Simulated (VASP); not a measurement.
# Al7As8 (a cell with a defect) in VASP: notebook, part 3 of 3

VASP 6.6.1.

## 4. Single point, PBE, collinear spin (atoms taken out, then relaxed in part)

INCAR

```
ALGO     = Normal         # electronic algorithm
EDIFF    = 1E-6           # SCF threshold, eV
ENCUT    = 520            # plane-wave cutoff, eV
GGA      = PE             # functional
ISIF     = 2              # what is computed and relaxed
ISMEAR   = 0              # smearing method
ISPIN    = 2              # spin polarisation
LASPH    = True           # aspherical terms in the spheres
LCHARG   = False          # write CHGCAR
LORBIT   = 11             # projections on sites
LREAL    = Auto         
LWAVE    = False          # write WAVECAR
MAGMOM   = 0 0 0 0 0 0 0 0.25 0 0 0 0.25 0.25 0.25 0 # initial moments
NBANDS   = 48             # bands
NELECT   = 63.0         
NELM     = 150            # most SCF steps
PREC     = Accurate       # precision mode
SIGMA    = 0.01           # smearing width, eV
```

KPOINTS

```
k-points
0
Gamma
  2 2 2
```

POSCAR

```
Al7As8
1.0
    0.0000000000      5.7279123210     -5.7279123210
    5.7279123210      5.7279123210      0.0000000000
    5.7279123210      0.0000000000     -5.7279123210
Al As
7 8
Direct
    0.0097267179      0.4902732821      0.5097267179
    0.4902732821      0.0097267179      0.5097267179
    0.4902732821      0.4902732821      0.5097267179
    0.0097267179      0.0097267179      0.9902732821
    0.0097267179      0.4902732821      0.9902732821
    0.4902732821      0.0097267179      0.9902732821
    0.5000000000      0.5000000000      1.0000000000
    0.1173905519      0.1173905519      0.1478283443
    0.1220839893      0.6259720036      0.1259720036
    0.6259720036      0.1220839893      0.1259720036
    0.6259720036      0.6259720036      0.1259720036
    0.1173905519      0.1173905519      0.6173905519
    0.1173905519      0.6478283443      0.6173905519
    0.6478283443      0.1173905519      0.6173905519
    0.6259720036      0.6259720036      0.6220839893
```

Potentials or basis: VASP PAW PBE potentials, release 64 (Al, As).

On the command line:

```
$ cat potpaw_PBE.64/Al/POTCAR potpaw_PBE.64/As/POTCAR > POTCAR
$ mpirun -np 1 vasp_std > vasp.out
```

OUTCAR:

```text
EDIFF = 1E-6
   ENCUT = 520
   GGA = PE
   ISIF = 2
   ISMEAR = 0
   ISPIN = 2
   LASPH = True
   LORBIT = 11
   LREAL = Auto
   NELECT = 63.0
   NELM = 150
   PREC = Accurate

 ion  position               nearest neighbor table
   1  0.010  0.490  0.510-  12 2.48  13 2.48   9 2.54  15 2.54
   2  0.490  0.010  0.510-  12 2.48  14 2.48  10 2.54  15 2.54
   3  0.490  0.490  0.510-  13 2.48  14 2.48  11 2.54  15 2.54
   4  0.010  0.010  0.990-  12 2.48   8 2.48  10 2.54   9 2.54
   5  0.010  0.490  0.990-   8 2.48  13 2.48  11 2.54   9 2.54
   6  0.490  0.010  0.990-   8 2.48  14 2.48  11 2.54  10 2.54
   7  0.500  0.500  0.000-   9 2.50  10 2.50  15 2.50  11 2.50
   8  0.117  0.117  0.148-   5 2.48   6 2.48   4 2.48
   9  0.122  0.626  0.126-   7 2.50   4 2.54   1 2.54   5 2.54
  10  0.626  0.122  0.126-   7 2.50   4 2.54   2 2.54   6 2.54
  11  0.626  0.626  0.126-   7 2.50   5 2.54   6 2.54   3 2.54
  12  0.117  0.117  0.617-   1 2.48   2 2.48   4 2.48
  13  0.117  0.648  0.617-   3 2.48   5 2.48   1 2.48
  14  0.648  0.117  0.617-   3 2.48   6 2.48   2 2.48
  15  0.626  0.626  0.622-   7 2.50   2 2.54   1 2.54   3 2.54

  LATTYP: Found a face centered cubic cell.
 ALAT       =    11.4558246420

  Lattice vectors:

 A1 = (   0.0000000000,   5.7279123210,  -5.7279123210)
 A2 = (   5.7279123210,   5.7279123210,   0.0000000000)
 A3 = (   5.7279123210,   0.0000000000,  -5.7279123210)

Analysis of symmetry for initial positions (statically):
=====================================================================
 Subroutine PRICEL returns:
 Original cell was already a primitive cell.

 Routine SETGRP: Setting up the symmetry group for a
 face centered cubic supercell.

 Subroutine GETGRP returns: Found 24 space group operations
 (whereof  4 operations were pure point group operations)
 out of a pool of 48 trial point group operations.

The static configuration has the point symmetry C_2v.
 The point group associated with its full space group is T_d .

Analysis of symmetry for dynamics (positions and initial velocities):
=====================================================================
 Subroutine PRICEL returns:
 Original cell was already a primitive cell.

 Routine SETGRP: Setting up the symmetry group for a
 face centered cubic supercell.

 Subroutine GETGRP returns: Found 24 space group operations
 (whereof  4 operations were pure point group operations)
 out of a pool of 48 trial point group operations.

The dynamic configuration has the point symmetry C_2v.
 The point group associated with its full space group is T_d .

Analysis of structural, dynamic, and magnetic symmetry:
=====================================================================
 Subroutine PRICEL returns:
 Original cell was already a primitive cell.

 Routine SETGRP: Setting up the symmetry group for a
 face centered cubic supercell.

 Subroutine GETGRP returns: Found 24 space group operations
 (whereof  4 operations were pure point group operations)
 out of a pool of 48 trial point group operations.

[... 133 lines left out ...]
   IVDW    =     0    specifies the selected vdW correction
   LEPSILON=     F    determine dielectric tensor
   LRPA    =     F    only Hartree local field effects (RPA)
 spin polarized calculation
 Gauss-broadening in eV      SIGMA  =   0.01
  energy-cutoff  :      520.00
  volume of cell :      375.85
 maximum number of plane-waves:     10140
   NGX = 31   NGY = 31   NGZ = 31

 number of electron      62.9999995 magnetization       0.2500171

 Free energy of the ion-electron system (eV)
  ---------------------------------------------------
  ext. energy  EPLUGINS =         0.00000000
  ---------------------------------------------------
  free energy    TOTEN  =       -60.27062753 eV

  energy without entropy =      -60.26838051  energy(sigma->0) =      -60.26950402

 E-fermi :   3.5273     XC(G=0):  -8.8169

 val. band max:        3.5225582377   @ k =   0.5000   0.0000   0.0000
 cond. band min:       3.6876255228   @ k =   0.0000   0.0000   0.0000
 fundamental gap:      0.1650672850
 Fermi energy:         3.5273275371

 spin component 1

 k-point     1 :       0.0000    0.0000    0.0000
  band No.  band energies     occupation
      1      -8.4433      1.00000
      2      -7.1664      1.00000
      3      -7.1664      1.00000
      4      -7.1664      1.00000
      5      -6.8876      1.00000
      6      -6.4829      1.00000
[... 127 lines left out ...]
     42       7.4210      0.00000
     43       8.4016      0.00000
 Fermi energy:         3.5273275371

 spin component 2

 k-point     1 :       0.0000    0.0000    0.0000
  band No.  band energies     occupation
      1      -8.4332      1.00000
      2      -7.1594      1.00000
      3      -7.1594      1.00000
      4      -7.1594      1.00000
      5      -6.8591      1.00000
      6      -6.4506      1.00000
[... 127 lines left out ...]
     42       7.4326      0.00000
     43       8.4122      0.00000
 [bands above 43 left out]

------------------------ aborting loop because EDIFF is reached ----------------------------------------

  FORCE on cell =-STRESS in cart. coord.  units (eV):
  Direction    XX          YY          ZZ          XY          YZ          ZX
  --------------------------------------------------------------------------------------
  -------------------------------------------------------------------------------------
  Total       11.9467170     11.9467170     11.9467170     -0.0000000     -0.0000000     -0.0000000
  in kB       50.9260601     50.9260601     50.9260601     -0.0000000     -0.0000000     -0.0000000
  external PRESSURE =      50.9260601 kB  Pullay stress =       0.0000000 kB

 VOLUME and BASIS-vectors are now :
 -----------------------------------------------------------------------------
  energy-cutoff  :      520.00
  volume of cell :      375.85
      direct lattice vectors                 reciprocal lattice vectors
     0.000000000  5.727912321 -5.727912321    -0.087291839  0.087291839 -0.087291839
     5.727912321  5.727912321  0.000000000     0.087291839  0.087291839  0.087291839
     5.727912321  0.000000000 -5.727912321     0.087291839 -0.087291839 -0.087291839

 POSITION                                       TOTAL-FORCE (eV/Angst)
 -----------------------------------------------------------------------------------
      5.72791      2.86396     -2.97538         0.000000      0.000000     -0.004564
      2.97538      2.86396     -5.72791         0.004564      0.000000      0.000000
      5.72791      5.61648     -5.72791         0.000000     -0.004564      0.000000
      5.72791      0.11143     -5.72791         0.000000      0.004564      0.000000
      8.48044      2.86396     -5.72791        -0.004564      0.000000      0.000000
      5.72791      2.86396     -8.48044         0.000000      0.000000      0.004564
      2.86396      5.72791     -2.86396         0.000000      0.000000      0.000000
      1.51915      1.34481     -1.51915        -0.000386      0.000386      0.000386
      4.30707      4.28480     -1.42084        -0.003850      0.003850     -0.003850
      1.42084      4.28480     -4.30707         0.003850      0.003850      0.003850
      4.30707      7.17103     -4.30707        -0.003850     -0.003850      0.003850
      4.20876      1.34481     -4.20876         0.000386      0.000386     -0.000386
      7.24706      4.38311     -4.20876        -0.000386     -0.000386     -0.000386
      4.20876      4.38311     -7.24706         0.000386     -0.000386      0.000386
      7.14876      7.17103     -7.14876         0.003850     -0.003850     -0.003850
 -----------------------------------------------------------------------------------
    total drift:                               -0.000001     -0.000001      0.000001

  FREE ENERGIE OF THE ION-ELECTRON SYSTEM (eV)
  ---------------------------------------------------
  free  energy   TOTEN  =       -60.2706275295 eV

  energy  without entropy=      -60.2683805098  energy(sigma->0) =      -60.26950402

 total charge

# of ion       s       p       d       tot
------------------------------------------
    1        0.408   0.362   0.000   0.771
    2        0.408   0.362   0.000   0.771
    3        0.408   0.362   0.000   0.771
    4        0.408   0.362   0.000   0.771
    5        0.408   0.362   0.000   0.771
    6        0.408   0.362   0.000   0.771
    7        0.404   0.370   0.000   0.774
    8        1.232   1.593   0.023   2.848
    9        1.194   1.672   0.022   2.887
   10        1.194   1.672   0.022   2.887
   11        1.194   1.672   0.022   2.887
   12        1.232   1.593   0.023   2.848
   13        1.232   1.593   0.023   2.848
   14        1.232   1.593   0.023   2.848
   15        1.194   1.672   0.022   2.887
--------------------------------------------------
tot         12.555  15.605   0.177  28.337

 magnetization (x)

# of ion       s       p       d       tot
------------------------------------------
    1       -0.000   0.001   0.000   0.001
    2       -0.000   0.001   0.000   0.001
    3       -0.000   0.001   0.000   0.001
    4       -0.000   0.001   0.000   0.001
    5       -0.000   0.001   0.000   0.001
    6       -0.000   0.001   0.000   0.001
    7       -0.000   0.000   0.000   0.000
    8        0.002   0.027   0.000   0.029
    9       -0.000   0.000   0.000   0.000
   10       -0.000   0.000   0.000   0.000
   11       -0.000   0.000   0.000   0.000
   12        0.002   0.027   0.000   0.029
   13        0.002   0.027   0.000   0.029
   14        0.002   0.027   0.000   0.029
   15       -0.000   0.000   0.000   0.000
--------------------------------------------------
tot          0.006   0.117   0.000   0.123
```

It took 5.9 min on 1 thread of Intel Xeon Platinum 8488C (Sapphire Rapids), shared host; peak memory 0.66 GiB.

What came out:

| Quantity | Value |
| --- | --- |
| Free energy | -60.2706 eV |
| Largest force | 0.007 eV/Å |
| Net moment | 0.25 μB per cell |
| Site moments | Al +0.00; As +0.03, +0.00 (each value once) μB |
| Valence electrons inside the program's atomic spheres | Al 0.77; As 2.85, 2.89 (each value once) |

Forces on the atoms (eV/Å):
```
Al   0.000  0.000 -0.005
Al   0.005  0.000  0.000
Al   0.000 -0.005  0.000
Al   0.000  0.005  0.000
Al  -0.005  0.000  0.000
Al   0.000  0.000  0.005
Al   0.000  0.000  0.000
As   0.000  0.000  0.000
As  -0.004  0.004 -0.004
As   0.004  0.004  0.004
As  -0.004 -0.004  0.004
As   0.000  0.000  0.000
As   0.000  0.000  0.000
As   0.000  0.000  0.000
As   0.004 -0.004 -0.004
```

Levels at points of the mesh, in eV from the Fermi level:
Spin up:
| k point | band 28 | band 29 | band 30 | band 31 | band 32 | band 33 | band 34 | band 35 | band 36 | band 37 |
| --- | --- | --- | --- | --- | --- | --- | --- | --- | --- | --- |
| (0.00, 0.00, 0.00) | -0.72 | -0.72 | 0.16 | 0.16 | 0.16 | 1.04 | 1.04 | 1.04 | 1.33 | 1.66 |
| (0.50, 0.00, 0.00) | -1.42 | -0.83 | -0.83 | -0.06 | -0.06 | 1.90 | 1.91 | 1.91 | 1.93 | 2.21 |
| (0.50, 0.50, 0.00) | -1.59 | -1.23 | -1.15 | -0.31 | -0.31 | 2.08 | 2.20 | 2.81 | 2.81 | 3.05 |
Spin down:
| k point | band 29 | band 30 | band 31 | band 32 | band 33 | band 34 | band 35 | band 36 |
| --- | --- | --- | --- | --- | --- | --- | --- | --- |
| (0.00, 0.00, 0.00) | -0.70 | 0.21 | 0.21 | 0.21 | 1.05 | 1.05 | 1.05 | 1.34 |
| (0.50, 0.00, 0.00) | -0.82 | -0.82 | 0.00 | 0.00 | 1.90 | 1.91 | 1.91 | 1.93 |
| (0.50, 0.50, 0.00) | -1.22 | -1.14 | -0.26 | -0.26 | 2.08 | 2.20 | 2.82 | 2.82 |

Caveat: the k points lie up to 0.47 Å⁻¹ apart; the cell carries a net charge on a neutralising background, which shifts energy and pressure; the cell differs from its parent crystal (atoms taken out, then relaxed in part); the cell is charged against a uniform background, so pressure and absolute levels hang on convention.
